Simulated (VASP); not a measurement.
# Cu (Fd-3m) in VASP: notebook

Runs on Cu. Level: PBEsol. Tasks: single point.

Program: VASP 6.6.1. These are calculated values, not measurements. Logs are shortened: lines on timing, memory, paths and dates and some standing lists are left out, and cuts for length are marked.

## (1) The cell of the first run

Symmetry: Fd-3m, No. 227, cubic system. Conventional cell: a = 4.916 Å, b = 4.916 Å, c = 4.916 Å, α = 90.00°, β = 90.00°, γ = 90.00°. Within 2.8 Å of Cu (site symmetry -43m) lie 4 Cu at 2.13 Å.

## (2) Single point, PBEsol

Contents of INCAR:

```
SYSTEM = Cu
ALGO = Normal
EDIFF = 1E-6
ENCUT = 520
GGA = PS
ISIF = 2
ISMEAR = 0
LASPH = .True.
LCHARG = .False.
LREAL = .False.
LWAVE = .False.
NBANDS = 18
NELM = 100
PREC = Accurate
SIGMA = 0.1
```

Contents of KPOINTS:

```
k-points
0
Gamma
  16 16 16
  0 0 0
```

Contents of POSCAR:

```
Cu
1.0
    0.0000000000      2.4582305224      2.4582305224
    2.4582305224      0.0000000000      2.4582305224
    2.4582305224      2.4582305224      0.0000000000
Cu
2
Direct
    0.0000000000      0.0000000000      0.0000000000
    0.2500000000      0.2500000000      0.2500000000
```

Potentials or basis: VASP PAW PBE potentials, release 64 (Cu).

Launch:

```
> cat potpaw_PBE.64/Cu/POTCAR > POTCAR
> mpirun -np 1 vasp_std > vasp.out
```

OUTCAR:

```text
SYSTEM = Cu
   EDIFF = 1E-6
   ENCUT = 520
   GGA = PS
   ISIF = 2
   ISMEAR = 0
   LASPH = .True.
   LREAL = .False.
   NELM = 100
   PREC = Accurate

 ion  position               nearest neighbor table
   1  0.000  0.000  0.000-   2 2.13   2 2.13   2 2.13   2 2.13
   2  0.250  0.250  0.250-   1 2.13   1 2.13   1 2.13   1 2.13

  LATTYP: Found a face centered cubic cell.
 ALAT       =     4.9164610448

  Lattice vectors:

 A1 = (   0.0000000000,   2.4582305224,   2.4582305224)
 A2 = (   2.4582305224,   0.0000000000,   2.4582305224)
 A3 = (   2.4582305224,   2.4582305224,   0.0000000000)

Analysis of symmetry for initial positions (statically):
=====================================================================
 Subroutine PRICEL returns:
 Original cell was already a primitive cell.

 Routine SETGRP: Setting up the symmetry group for a
 face centered cubic supercell.

 Subroutine GETGRP returns: Found 48 space group operations
 (whereof 24 operations were pure point group operations)
 out of a pool of 48 trial point group operations.

The static configuration has the point symmetry T_d .
 The point group associated with its full space group is O_h .

Analysis of symmetry for dynamics (positions and initial velocities):
=====================================================================
 Subroutine PRICEL returns:
 Original cell was already a primitive cell.

 Routine SETGRP: Setting up the symmetry group for a
 face centered cubic supercell.

 Subroutine GETGRP returns: Found 48 space group operations
 (whereof 24 operations were pure point group operations)
 out of a pool of 48 trial point group operations.

The dynamic configuration has the point symmetry T_d .
 The point group associated with its full space group is O_h .

 Subroutine INISYM returns: Found 48 space group operations
 (whereof 24 operations are pure point group operations),
 and found     1 'primitive' translations

----------------------------------------------------------------------------------------

                                     Primitive cell

  volume of cell :      29.7097

  direct lattice vectors                    reciprocal lattice vectors
     0.000000000  2.458230522  2.458230522    -0.203398337  0.203398337  0.203398337
     2.458230522  0.000000000  2.458230522     0.203398337 -0.203398337  0.203398337
     2.458230522  2.458230522  0.000000000     0.203398337  0.203398337 -0.203398337

  length of vectors
     3.476462944  3.476462944  3.476462944     0.352296254  0.352296254  0.352296254

  position of ions in fractional coordinates (direct lattice)
     0.000000000  0.000000000  0.000000000
     0.250000000  0.250000000  0.250000000

  ion indices of the primitive-cell ions
   primitive index   ion index
                 1           1
                 2           2

----------------------------------------------------------------------------------------

 KPOINTS: k-points

Automatic generation of k-mesh.
 Grid dimensions read from file:
 generate k-points for:   16   16   16

 Generating k-lattice:

  Cartesian coordinates                     Fractional coordinates (reciprocal lattice)
    -0.012712396  0.012712396  0.012712396     0.062500000  0.000000000  0.000000000
     0.012712396 -0.012712396  0.012712396     0.000000000  0.062500000  0.000000000
     0.012712396  0.012712396 -0.012712396     0.000000000  0.000000000  0.062500000

  Length of vectors
     0.022018516  0.022018516  0.022018516

  Shift w.r.t. Gamma in fractional coordinates (k-lattice)
     0.000000000  0.000000000  0.000000000

 Subroutine IBZKPT returns following result:
 ===========================================

 Found    145 irreducible k-points:

 Following reciprocal coordinates:
            Coordinates               Weight
  0.000000  0.000000  0.000000      1.000000
  0.062500  0.000000  0.000000      8.000000
  0.125000  0.000000  0.000000      8.000000
  0.187500  0.000000  0.000000      8.000000
  0.250000  0.000000  0.000000      8.000000
  0.312500  0.000000  0.000000      8.000000
[... 16 lines left out ...]
 -0.125000  0.062500  0.000000     24.000000
 -0.062500  0.062500  0.000000     12.000000
 [... further k-points ...]
   k-points           NKPTS =    145   k-points in BZ     NKDIM =    145   number of bands    NBANDS=     18
   number of dos      NEDOS =    301   number of ions     NIONS =      2
   total plane-waves  NPLWV =  21952
   dimension x,y,z NGX =    28 NGY =   28 NGZ =   28
   dimension x,y,z NGXF=    56 NGYF=   56 NGZF=   56
   ions per type =               2
   NGX,Y,Z   is equivalent  to a cutoff of  13.39, 13.39, 13.39 a.u.
   NGXF,Y,Z  is equivalent  to a cutoff of  26.78, 26.78, 26.78 a.u.
 SYSTEM =  Cu
   PREC   = accura    normal or accurate (medium, high low for compatibility)
   ISTART =      0    job   : 0-new  1-cont  2-samecut
   ICHARG =      2    charge: 1-file 2-atom 10-const
   ISPIN  =      1    spin polarized calculation?
   LNONCOLLINEAR =      F non collinear calculations
   LSORBIT =      F    spin-orbit coupling
   LASPH  =      T    aspherical Exc in radial PAW
   ENCUT  =  520.0 eV  38.22 Ry    6.18 a.u.   6.46  6.46  6.46*2*pi/ulx,y,z
   NELM   =    100;   NELMIN=  2; NELMDL= -5     # of ELM steps
   EDIFF  = 0.1E-05   stopping-criterion for ELM
   LREAL  =      F    real-space projection
   EDIFFG = 0.1E-04   stopping-criterion for IOM
   NSW    =      0    number of steps for IOM
   IBRION =     -1    ionic relax: 0-MD 1-quasi-New 2-CG
   NFREE  =      0    steps in history (QN), initial steepest desc. (CG)
   ISIF   =      2    stress and relaxation
   ISYM   =      2    0-nonsym 1-usesym 2-fastsym
   POTIM  = 0.5000    time-step for ionic-motion
   TEBEG  =    0.0;   TEEND  =   0.0 temperature during run
   PSTRESS=    0.0 pullay stress
   NELECT =      22.0000    total number of electrons
   NUPDOWN=      -1.0000    fix difference up-down
   EMIN   =  10.00;   EMAX   =-10.00  energy-range for DOS
   EFERMI =   0.00;   METHOD = LEGACY
   ISMEAR =     0;   SIGMA  =   0.10  broadening in eV -4-tet -1-fermi 0-gaus
   EFERMI_NEDOS =   21; number of points for ismear=-14 and -15
   IALGO  =     38    algorithm
   IMIX   =      4    mixing-type and parameters
     AMIX     =   0.40;   BMIX     =  1.00
     AMIX_MAG =   1.60;   BMIX_MAG =  1.00
  volume/ion in A,a.u.               =      14.85       100.25
  Fermi-wavevector in a.u.,A,eV,Ry     =   1.481096  2.798865 29.846345  2.193644
  Thomas-Fermi vector in A             =   2.595048
   LORBIT       =      0    0 simple, 1 ext, 2 COOP (PROOUT), +10 PAW based schemes
   GGA     = PS    functional components
   LHFCALC =     F    Hartree Fock is set to
   AEXX    =    0.0000 exact exchange contribution
   IVDW    =     0    specifies the selected vdW correction
   LEPSILON=     F    determine dielectric tensor
   LRPA    =     F    only Hartree local field effects (RPA)
 non-spin polarized calculation
 Gauss-broadening in eV      SIGMA  =   0.10
  energy-cutoff  :      520.00
  volume of cell :       29.71
 maximum number of plane-waves:       821
 NGX is ok and might be reduce to    28
   NGX = 13   NGY = 13   NGZ = 13

 number of electron      21.9999989 magnetization

 Free energy of the ion-electron system (eV)
  ---------------------------------------------------
  ext. energy  EPLUGINS =         0.00000000
  ---------------------------------------------------
  free energy    TOTEN  =        -5.91162240 eV

  energy without entropy =       -5.90711710  energy(sigma->0) =       -5.90936975

 E-fermi :   4.9058     XC(G=0): -11.3609

 val. band max:        4.9034061706   @ k =  -0.2500   0.4375   0.1875
 cond. band min:       4.9084196252   @ k =  -0.3750   0.3125   0.0625
 fundamental gap:      0.0050134546
 Fermi energy:         4.9058251393

 k-point     1 :       0.0000    0.0000    0.0000
  band No.  band energies     occupation
      1      -2.8820      2.00000
      2       0.9730      2.00000
      3       0.9730      2.00000
      4       0.9976      2.00000
      5       0.9976      2.00000
      6       0.9976      2.00000
[... 10 lines left out ...]
     17      17.1863      0.00000
     18      19.8313      0.00000

 k-point     2 :       0.0625    0.0000    0.0000
  band No.  band energies     occupation
      1      -2.8072      2.00000
      2       0.8978      2.00000
      3       0.8978      2.00000
      4       1.0005      2.00000
      5       1.0876      2.00000
      6       1.0876      2.00000
[... 10 lines left out ...]
     17      17.9710      0.00000
     18      19.9393      0.00000

 k-point     3 :       0.1250    0.0000    0.0000
  band No.  band energies     occupation
      1      -2.5849      2.00000
      2       0.8351      2.00000
      3       0.8351      2.00000
      4       1.0105      2.00000
      5       1.1887      2.00000
      6       1.1887      2.00000
[... 10 lines left out ...]
     17      18.5795      0.00000
     18      20.0130      0.00000

 k-point     4 :       0.1875    0.0000    0.0000
  band No.  band energies     occupation
      1      -2.2227      2.00000
      2       0.8009      2.00000
      3       0.8009      2.00000
      4       1.0312      2.00000
      5       1.2700      2.00000
      6       1.2700      2.00000
[... 375 lines left out ...]
      4       1.0369      2.00000
      5       1.2411      2.00000
      6       1.3638      2.00000
[... 10 lines left out ...]
     17      19.1183      0.00000
     18      20.0922      0.00000

 k-point    23 :      -0.1250    0.0625    0.0000
  band No.  band energies     occupation
      1      -2.4138      2.00000
      2       0.7526      2.00000
      3       0.8798      2.00000
      4       1.0183      2.00000
      5       1.1835      2.00000
      6       1.2860      2.00000
[... 10 lines left out ...]
     17      19.3115      0.00000
     18      19.5399      0.00000

 k-point    24 :      -0.0625    0.0625    0.0000
  band No.  band energies     occupation
      1      -2.6831      2.00000
      2       0.8120      2.00000
      3       0.9052      2.00000
      4       1.0081      2.00000
      5       1.1098      2.00000
      6       1.1870      2.00000
[... 10 lines left out ...]
     17      18.6351      0.00000
     18      19.8812      0.00000

 [... further k-points ...]

------------------------ aborting loop because EDIFF is reached ----------------------------------------

  FORCE on cell =-STRESS in cart. coord.  units (eV):
  Direction    XX          YY          ZZ          XY          YZ          ZX
  --------------------------------------------------------------------------------------
  -------------------------------------------------------------------------------------
  Total        3.7439097      3.7439097      3.7439097      0.0000000     -0.0000000      0.0000000
  in kB      201.9008429    201.9008429    201.9008429      0.0000000     -0.0000000      0.0000000
  external PRESSURE =     201.9008429 kB  Pullay stress =       0.0000000 kB

 VOLUME and BASIS-vectors are now :
 -----------------------------------------------------------------------------
  energy-cutoff  :      520.00
  volume of cell :       29.71
      direct lattice vectors                 reciprocal lattice vectors
     0.000000000  2.458230522  2.458230522    -0.203398337  0.203398337  0.203398337
     2.458230522  0.000000000  2.458230522     0.203398337 -0.203398337  0.203398337
     2.458230522  2.458230522  0.000000000     0.203398337  0.203398337 -0.203398337

 POSITION                                       TOTAL-FORCE (eV/Angst)
 -----------------------------------------------------------------------------------
      0.00000      0.00000      0.00000         0.000000      0.000000      0.000000
      1.22912      1.22912      1.22912        -0.000000     -0.000000     -0.000000
 -----------------------------------------------------------------------------------
    total drift:                                0.000000      0.000000      0.000000

  FREE ENERGIE OF THE ION-ELECTRON SYSTEM (eV)
  ---------------------------------------------------
  free  energy   TOTEN  =        -5.9116224006 eV

  energy  without entropy=       -5.9071170989  energy(sigma->0) =       -5.90936975
```

Run time: 54 s. Hardware: 1 thread of Intel Xeon Platinum 8488C (Sapphire Rapids), shared host; peak memory 0.2 GiB.

What came out:

| Item | Value |
| --- | --- |
| Free energy | -5.9116 eV |
| Pressure | 20.2 GPa |
| Band gap on the k mesh | zero (band 11 reaches 5.75 eV, above the bottom of band 12 at 4.62 eV) |

Caveat: the PAW data sets were made with another functional, which shifts forces and pressure a little.

## (3) Single point, PBEsol

This run uses another cell than the first one, of 16.00 Å³/atom, 1.077 times its volume.

Contents of INCAR:

```
SYSTEM = Cu
PREC = Accurate ; ENCUT = 520
EDIFF = 1E-6 ; ISMEAR = 0
SIGMA = 0.1 ; LREAL = .False.
LASPH = .True. ; NELM = 80
ALGO = Normal ; ISIF = 2
LWAVE = .False. ; LCHARG = .False.
GGA = PS ; NBANDS = 18
```

Contents of KPOINTS:

```
Automatic mesh
0
Gamma
  16 16 16
  0 0 0
```

Contents of POSCAR:

```
Cu
1.0
    0.0000000000      2.5197713025      2.5197713025
    2.5197713025      0.0000000000      2.5197713025
    2.5197713025      2.5197713025      0.0000000000
Cu
2
Direct
    0.0000000000      0.0000000000      0.0000000000
    0.2500000000      0.2500000000      0.2500000000
```

Potentials or basis: VASP PAW PBE potentials, release 64 (Cu).

Launch:

```
> cat potpaw_PBE.64/Cu/POTCAR > POTCAR
> mpirun -np 1 vasp_std > vasp.out
```

OUTCAR:

```text
SYSTEM = Cu
   PREC = Accurate
   ENCUT = 520
   EDIFF = 1E-6
   ISMEAR = 0
   LREAL = .False.
   LASPH = .True.
   NELM = 80
   ISIF = 2
   GGA = PS

 ion  position               nearest neighbor table
   1  0.000  0.000  0.000-   2 2.18   2 2.18   2 2.18   2 2.18
   2  0.250  0.250  0.250-   1 2.18   1 2.18   1 2.18   1 2.18

  LATTYP: Found a face centered cubic cell.
 ALAT       =     5.0395426050

  Lattice vectors:

 A1 = (   0.0000000000,   2.5197713025,   2.5197713025)
 A2 = (   2.5197713025,   0.0000000000,   2.5197713025)
 A3 = (   2.5197713025,   2.5197713025,   0.0000000000)

Analysis of symmetry for initial positions (statically):
=====================================================================
 Subroutine PRICEL returns:
 Original cell was already a primitive cell.

 Routine SETGRP: Setting up the symmetry group for a
 face centered cubic supercell.

 Subroutine GETGRP returns: Found 48 space group operations
 (whereof 24 operations were pure point group operations)
 out of a pool of 48 trial point group operations.

The static configuration has the point symmetry T_d .
 The point group associated with its full space group is O_h .

[... 160 lines left out ...]

 E-fermi :   4.1510     XC(G=0): -10.9702

 val. band max:        4.1310646313   @ k =   0.5000   0.1250   0.0000
 cond. band min:       4.1571362579   @ k =  -0.2500   0.4375   0.1875
 fundamental gap:      0.0260716266
 Fermi energy:         4.1510473805

 k-point     1 :       0.0000    0.0000    0.0000
  band No.  band energies     occupation
      1      -3.1568      2.00000
      2       0.5581      2.00000
      3       0.5581      2.00000
      4       0.5606      2.00000
      5       0.5607      2.00000
      6       0.5607      2.00000
[... 481 lines left out ...]
      5       0.6706      2.00000
      6       0.7385      2.00000
[... 10 lines left out ...]
     17      17.2698      0.00000
     18      18.5740      0.00000

 [... further k-points ...]

------------------------ aborting loop because EDIFF is reached ----------------------------------------

  FORCE on cell =-STRESS in cart. coord.  units (eV):
  Direction    XX          YY          ZZ          XY          YZ          ZX
  --------------------------------------------------------------------------------------
  -------------------------------------------------------------------------------------
  Total        2.0202824      2.0202824      2.0202824      0.0000000      0.0000000      0.0000000
  in kB      101.1601074    101.1601074    101.1601074      0.0000000      0.0000000      0.0000000
  external PRESSURE =     101.1601074 kB  Pullay stress =       0.0000000 kB

 VOLUME and BASIS-vectors are now :
 -----------------------------------------------------------------------------
  energy-cutoff  :      520.00
  volume of cell :       32.00
      direct lattice vectors                 reciprocal lattice vectors
     0.000000000  2.519771303  2.519771303    -0.198430707  0.198430707  0.198430707
     2.519771303  0.000000000  2.519771303     0.198430707 -0.198430707  0.198430707
     2.519771303  2.519771303  0.000000000     0.198430707  0.198430707 -0.198430707

 POSITION                                       TOTAL-FORCE (eV/Angst)
 -----------------------------------------------------------------------------------
      0.00000      0.00000      0.00000        -0.000000     -0.000000     -0.000000
      1.25989      1.25989      1.25989         0.000000      0.000000      0.000000
 -----------------------------------------------------------------------------------
    total drift:                                0.000000      0.000000      0.000000

  FREE ENERGIE OF THE ION-ELECTRON SYSTEM (eV)
  ---------------------------------------------------
  free  energy   TOTEN  =        -6.1281046599 eV

  energy  without entropy=       -6.1235885695  energy(sigma->0) =       -6.12584661
```

stdout:

```text
POSCAR found type information on POSCAR Cu
 POSCAR found :  1 types and       2 ions
 scaLAPACK will be used
 -----------------------------------------------------------------------------
|                                                                             |
|                                                                             |
|     You enforced a specific xc type in the INCAR file but a different       |
|     I HOPE YOU KNOW WHAT YOU ARE DOING!                                     |
|                                                                             |
 -----------------------------------------------------------------------------

 LDA part: xc-table for (Slater+PW92), standard interpolation
 POSCAR, INCAR and KPOINTS ok, starting setup
 FFT: planning ... GRIDC
 FFT: planning ... GRID_SOFT
 FFT: planning ... GRID
 WAVECAR not read
 entering main loop
```

Wall time 88 s (1 thread of Intel Xeon Platinum 8488C (Sapphire Rapids), shared host); peak memory 0.2 GiB.

Results:

```yaml
Free_energy: -6.1281 eV
Pressure: 10.1 GPa
Band_gap_on_the_k_mesh: zero (band 11 reaches 4.92 eV, above the bottom of band 12 at 3.84 eV)
```

Caveat: the PAW data sets were made with another functional, which shifts forces and pressure a little.

(Part 1 of 2 ends here.)
